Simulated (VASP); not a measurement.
# Hf (P6_3/mmc) in VASP: further runs, part 3 of 3

VASP 6.6.1. The steps go on from the part before.

**6. Relaxation of cell and atoms, revPBE**

INCAR reads:

```
SYSTEM = Hf
PREC = Accurate
ENCUT = 600
EDIFF = 1E-6
ISMEAR = -1
SIGMA = 0.05
LREAL = .FALSE.
LASPH = .TRUE.
NELM = 80
ALGO = Normal
ISIF = 3
LWAVE = .FALSE.
LCHARG = .FALSE.
GGA = RE
IBRION = 2
NSW = 80
EDIFFG = -0.02
```

KPOINTS reads:

```
regular mesh
0
G
  10 10 5
  0 0 0
```

POSCAR reads:

```
Hf
1.0
    3.1967000000      0.0000000000      0.0000000000
   -1.5983500000      2.7684234083      0.0000000000
    0.0000000000      0.0000000000      5.0578000000
Hf
2
Direct
    0.6666666667      0.3333333333      0.7500000000
    0.3333333333      0.6666666667      0.2500000000
```

Potentials or basis: VASP PAW PBE potentials, release 64 (Hf_pv).

On the command line:

```bash
cat potpaw_PBE.64/Hf_pv/POTCAR > POTCAR
mpirun -np 1 vasp_std > vasp.out
```

OUTCAR:

```text
SYSTEM = Hf
   PREC = Accurate
   ENCUT = 600
   EDIFF = 1E-6
   ISMEAR = -1
   LREAL = .FALSE.
   LASPH = .TRUE.
   NELM = 80
   ISIF = 3
   GGA = RE
   IBRION = 2
   NSW = 80
   EDIFFG = -0.02

 ion  position               nearest neighbor table
   1  0.667  0.333  0.750-   2 3.13   2 3.13   2 3.13   2 3.13   2 3.13   2 3.13
   2  0.333  0.667  0.250-   1 3.13   1 3.13   1 3.13   1 3.13   1 3.13   1 3.13

  LATTYP: Found a hexagonal cell.
 ALAT       =     3.1967000000
 C/A-ratio  =     1.5821941377

  Lattice vectors:

 A1 = (   3.1967000000,   0.0000000000,   0.0000000000)
 A2 = (  -1.5983500000,   2.7684234083,   0.0000000000)
 A3 = (   0.0000000000,   0.0000000000,   5.0578000000)

Analysis of symmetry for initial positions (statically):
=====================================================================
 Subroutine PRICEL returns:
 Original cell was already a primitive cell.

 Routine SETGRP: Setting up the symmetry group for a
 hexagonal supercell.

 Subroutine GETGRP returns: Found 24 space group operations
 (whereof 12 operations were pure point group operations)
 out of a pool of 24 trial point group operations.

The static configuration has the point symmetry D_3d.
 The point group associated with its full space group is D_6h.

Analysis of symmetry for dynamics (positions and initial velocities):
=====================================================================
 Subroutine PRICEL returns:
 Original cell was already a primitive cell.

 Routine SETGRP: Setting up the symmetry group for a
 hexagonal supercell.

 Subroutine GETGRP returns: Found 24 space group operations
 (whereof 12 operations were pure point group operations)
 out of a pool of 24 trial point group operations.

The dynamic configuration has the point symmetry D_3d.
 The point group associated with its full space group is D_6h.

 Subroutine INISYM returns: Found 24 space group operations
 (whereof 12 operations are pure point group operations),
 and found     1 'primitive' translations

----------------------------------------------------------------------------------------

                                     Primitive cell

  volume of cell :      44.7606

  direct lattice vectors                    reciprocal lattice vectors
     3.196700000  0.000000000  0.000000000     0.312822598  0.180608211  0.000000000
    -1.598350000  2.768423408  0.000000000     0.000000000  0.361216423  0.000000000
     0.000000000  0.000000000  5.057800000     0.000000000  0.000000000  0.197714421

  length of vectors
     3.196700000  3.196700000  5.057800000     0.361216423  0.361216423  0.197714421

  position of ions in fractional coordinates (direct lattice)
     0.666666667  0.333333333  0.750000000
     0.333333333  0.666666667  0.250000000

  ion indices of the primitive-cell ions
   primitive index   ion index
                 1           1
                 2           2

[... 52 lines left out ...]
 [... further k-points ...]
   k-points           NKPTS =     42   k-points in BZ     NKDIM =     42   number of bands    NBANDS=     14
   number of dos      NEDOS =    301   number of ions     NIONS =      2
   total plane-waves  NPLWV =  31360
   dimension x,y,z NGX =    28 NGY =   28 NGZ =   40
   dimension x,y,z NGXF=    56 NGYF=   56 NGZF=   80
   ions per type =               2
   NGX,Y,Z   is equivalent  to a cutoff of  14.56, 14.56, 13.15 a.u.
   NGXF,Y,Z  is equivalent  to a cutoff of  29.12, 29.12, 26.30 a.u.
 SYSTEM =  Hf
   PREC   = accura    normal or accurate (medium, high low for compatibility)
   ISTART =      0    job   : 0-new  1-cont  2-samecut
   ICHARG =      2    charge: 1-file 2-atom 10-const
   ISPIN  =      1    spin polarized calculation?
   LNONCOLLINEAR =      F non collinear calculations
   LSORBIT =      F    spin-orbit coupling
   LASPH  =      T    aspherical Exc in radial PAW
   ENCUT  =  600.0 eV  44.10 Ry    6.64 a.u.   6.38  6.38 10.10*2*pi/ulx,y,z
   NELM   =     80;   NELMIN=  2; NELMDL= -5     # of ELM steps
   EDIFF  = 0.1E-05   stopping-criterion for ELM
   LREAL  =      F    real-space projection
   EDIFFG = -.2E-01   stopping-criterion for IOM
   NSW    =     80    number of steps for IOM
   IBRION =      2    ionic relax: 0-MD 1-quasi-New 2-CG
   NFREE  =      1    steps in history (QN), initial steepest desc. (CG)
   ISIF   =      3    stress and relaxation
   ISYM   =      2    0-nonsym 1-usesym 2-fastsym
   POTIM  = 0.5000    time-step for ionic-motion
   TEBEG  =    0.0;   TEEND  =   0.0 temperature during run
   PSTRESS=    0.0 pullay stress
   NELECT =      20.0000    total number of electrons
   NUPDOWN=      -1.0000    fix difference up-down
   EMIN   =  10.00;   EMAX   =-10.00  energy-range for DOS
   EFERMI =   0.00;   METHOD = LEGACY
   ISMEAR =    -1;   SIGMA  =   0.05  broadening in eV -4-tet -1-fermi 0-gaus
   EFERMI_NEDOS =   21; number of points for ismear=-14 and -15
   IALGO  =     38    algorithm
   IMIX   =      4    mixing-type and parameters
     AMIX     =   0.40;   BMIX     =  1.00
     AMIX_MAG =   1.60;   BMIX_MAG =  1.00
  volume/ion in A,a.u.               =      22.38       151.03
  Fermi-wavevector in a.u.,A,eV,Ry     =   1.251563  2.365112 21.312311  1.566411
  Thomas-Fermi vector in A             =   2.385505
   LORBIT       =      0    0 simple, 1 ext, 2 COOP (PROOUT), +10 PAW based schemes
   GGA     = RE    functional components
   LHFCALC =     F    Hartree Fock is set to
   AEXX    =    0.0000 exact exchange contribution
   IVDW    =     0    specifies the selected vdW correction
   LEPSILON=     F    determine dielectric tensor
   LRPA    =     F    only Hartree local field effects (RPA)
 conjugate gradient relaxation of ions
 non-spin polarized calculation
  energy-cutoff  :      600.00
  volume of cell :       44.76
 maximum number of plane-waves:      1518
 NGX is ok and might be reduce to    28
   NGX = 13   NGY = 13   NGZ = 21

--------------------------------------- Ionic step        1  -------------------------------------------

 number of electron      20.0000001 magnetization

 Free energy of the ion-electron system (eV)
  ---------------------------------------------------
  ext. energy  EPLUGINS =         0.00000000
  ---------------------------------------------------
  free energy    TOTEN  =       -19.17273523 eV

  energy without entropy =      -19.16165331  energy(sigma->0) =      -19.16719427

------------------------ aborting loop because EDIFF is reached ----------------------------------------

  FORCE on cell =-STRESS in cart. coord.  units (eV):
  Direction    XX          YY          ZZ          XY          YZ          ZX
  --------------------------------------------------------------------------------------
  -------------------------------------------------------------------------------------
  Total        0.6557414      0.6557414      0.5330365      0.0000000      0.0000000      0.0000000
  in kB       23.4718414     23.4718414     19.0796989      0.0000000      0.0000000      0.0000000
  external PRESSURE =      22.0077939 kB  Pullay stress =       0.0000000 kB
[... 131 lines left out ...]
--------------------------------------- Ionic step        5  -------------------------------------------

 number of electron      20.0000001 magnetization

 Free energy of the ion-electron system (eV)
  ---------------------------------------------------
  ext. energy  EPLUGINS =         0.00000000
  ---------------------------------------------------
  free energy    TOTEN  =       -19.17916828 eV

  energy without entropy =      -19.16735600  energy(sigma->0) =      -19.17326214

 E-fermi :   4.8494     XC(G=0): -11.1429

 val. band max:        4.8284245729   @ k =   0.0000   0.0000   0.4000
 cond. band min:       4.8597780292   @ k =   0.1000   0.1000   0.4000
 fundamental gap:      0.0313534563
 Fermi energy:         4.8494369397

 k-point     1 :       0.0000    0.0000    0.0000
  band No.  band energies     occupation
      1     -26.2704      2.00000
      2     -25.5768      2.00000
      3     -25.5768      2.00000
      4     -25.4600      2.00000
      5     -25.4556      2.00000
      6     -25.4556      2.00000
      7      -2.4589      2.00000
      8       1.2213      2.00000
      9       5.4227      0.00002
     10       6.0376      0.00000
     11       6.0376      0.00000
     12       6.3451      0.00000
     13       6.8465      0.00000
     14       6.8465      0.00000
[... 377 lines left out ...]
      1     -26.1285      2.00000
      2     -26.0084      2.00000
      3     -25.8426      2.00000
      4     -25.7316      2.00000
      5     -25.6433      2.00000
      6     -25.5756      2.00000
      7       1.4453      2.00000
      8       2.4210      2.00000
      9       3.2160      2.00000
     10       3.7467      2.00000
     11       5.5049      0.00000
     12       5.7998      0.00000
     13       6.4669      0.00000
     14       9.5325      0.00000

 [... further k-points ...]
[... 5 lines left out ...]
  --------------------------------------------------------------------------------------
  -------------------------------------------------------------------------------------
  Total        0.0166809      0.0166809     -0.0031250      0.0000000      0.0000000      0.0000000
  in kB        0.5851199      0.5851199     -0.1096161      0.0000000      0.0000000      0.0000000
  external PRESSURE =       0.3535412 kB  Pullay stress =       0.0000000 kB
[... 17 lines left out ...]
  FREE ENERGIE OF THE ION-ELECTRON SYSTEM (eV)
  ---------------------------------------------------
  free  energy   TOTEN  =       -19.1791682828 eV

  energy  without entropy=      -19.1673560018  energy(sigma->0) =      -19.17326214

 reached required accuracy - stopping structural energy minimisation
```

CONTCAR:

```text
Hf
   1.00000000000000
     3.2221255714327297   -0.0000000000000000    0.0000000000000000
    -1.6110627857163649    2.7904425990670125   -0.0000000000000000
     0.0000000000000000   -0.0000000000000000    5.0800697987827439
  Hf
     2
Direct
     0.6666666667000030    0.3333333332999970    0.7500000000000000
     0.3333333332999970    0.6666666667000030    0.2500000000000000

  0.00000000E+00  0.00000000E+00  0.00000000E+00
  0.00000000E+00  0.00000000E+00  0.00000000E+00
```

It took 37 s on 1 thread of Intel Xeon 6975P-C (Granite Rapids), shared host; peak memory 0.2 GiB.

Results:

| Property | Result |
| --- | --- |
| Free energy | -19.1792 eV |
| Relaxed volume | 22.84 Å³/atom |
| Relaxed cell | a = 3.222 Å, b = 3.222 Å, c = 5.080 Å, α = 90.00°, β = 90.00°, γ = 120.00° |
| Space group after relaxing (to 0.05 Å) | P6_3/mmc (No. 194) |
| Energy gained by relaxing | 3.2 meV/atom |
| Ionic steps | 5 |
| Pressure after relaxing | 0.0 GPa |
| Band gap on the k mesh | zero (band 10 reaches 6.04 eV, above the bottom of band 11 at 4.53 eV) |

The path:
```tsv
step	energy change (eV)	largest force (eV/Å)	pressure (GPa)	volume (Å³)
1	0.0000	0.0000	2.20	44.76
2	0.0018	0.0000	-2.35	46.78
3	-0.0063	0.0000	-0.02	45.70
4	-0.0063	0.0000	0.01	45.68
5	-0.0064	0.0000	0.04	45.68
```

Final structure:
```
CELL_PARAMETERS angstrom
3.22213 0.00000 0.00000
-1.61106 2.79044 0.00000
0.00000 0.00000 5.08007
ATOMIC_POSITIONS crystal
Hf 0.66667 0.33333 0.75000
Hf 0.33333 0.66667 0.25000
```

Caveat: the PAW data sets were made with another functional, which shifts forces and pressure a little; spin-orbit coupling is left out, which moves the levels of the heavy elements. Zero-point motion and thermal expansion aren't in these numbers.

**7. Overview**

| task | level | cell | cutoff (eV) | smearing | gap on the mesh (eV) | pressure (GPa) |
| --- | --- | --- | --- | --- | --- | --- |
| single point | PBE | a = 3.197, b = 3.197, c = 5.058 Å, angles 90.0, 90.0, 120.0°, 2 atoms | 520 | gaussian 0.012 eV | none | 0.3 |
| single point | PBE | a = 3.197, b = 3.197, c = 5.058 Å, angles 90.0, 90.0, 120.0°, 2 atoms | 520 | gaussian 0.028 eV | none | 0.2 |
| single point | PBE | a = 3.197, b = 3.197, c = 5.058 Å, angles 90.0, 90.0, 120.0°, 2 atoms | 520 | gaussian 0.019 eV | none | 0.2 |
| single point | revPBE | a = 3.227, b = 3.227, c = 5.089 Å, angles 90.0, 90.0, 120.0°, 2 atoms | 520 | fermi-dirac 0.05 eV | none | -0.5 |
| relaxation of cell and atoms | revPBE | relaxed from a = 3.197, b = 3.197, c = 5.058 Å, angles 90.0, 90.0, 120.0°, 2 atoms | 600 | fermi-dirac 0.05 eV | none | 0.0 |

Alike in all rows: potentials or basis VASP PAW PBE potentials, release 64 (Hf_pv); no spin polarisation; k mesh 10 × 10 × 5.

Every run on the cell as given and a fine mesh finds a metal.

Caveats: spin-orbit coupling is left out, which moves the levels of the heavy elements; the PAW data sets were made with another functional, which shifts forces and pressure a little (some runs).

Absolute energies hang on the potentials; compare differences alone.
